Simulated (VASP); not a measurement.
Set up this calculation in VASP 6.6.1, as the native input.

```
Task                   : electric field gradients
Functional             : PBEsol
Potentials or basis    : VASP PAW PBE potentials, release 64 (Na_pv)
Cutoff                 : 520 eV
k mesh                 : 12 × 12 × 12
Occupations            : fermi-dirac, width 0.05 eV
Spin                   : no spin polarisation
Dipole correction      : no
Further INCAR settings : ALGO = Normal; EDIFF = 1e-08; NBANDS = 10
```

The structure of Na lies in POSCAR:

```
Na
1.0
   -2.0746412990      2.0746412990      2.0746412990
    2.0746412990     -2.0746412990      2.0746412990
    2.0746412990      2.0746412990     -2.0746412990
Na
1
Direct
    0.0000000000      0.0000000000      0.0000000000
```

This cell differs from its parent crystal: volume scaled by 0.9405.

These files were run (other wordings do the same):

INCAR

```
SYSTEM = Na
ALGO = Normal ; EDIFF = 1E-8
ENCUT = 520 ; GGA = PS
ISIF = 2 ; ISMEAR = -1
LASPH = .TRUE. ; LCHARG = .FALSE.
LEFG = .TRUE. ; LREAL = .FALSE.
LWAVE = .FALSE. ; NBANDS = 10
NELM = 100 ; PREC = Accurate
SIGMA = 0.05
```

KPOINTS

```
k-points
0
G
  12 12 12
  0 0 0
```

Potentials or basis: VASP PAW PBE potentials, release 64 (Na_pv).

Run with:

```sh
$ cat potpaw_PBE.64/Na_pv/POTCAR > POTCAR
$ mpirun -np 1 vasp_std > vasp.out
```

Results of the run:

```
Pressure : 0.1 GPa
```

Caveat: without QUAD_EFG the Cq values of the log hold for a quadrupole moment of 1 mb, not for the nuclei; the PAW data sets were made with another functional, which shifts forces and pressure a little.

Run time: 10 s on 1 thread of Intel Xeon 6975P-C, with other jobs on the host, peak memory 0.15 GiB.
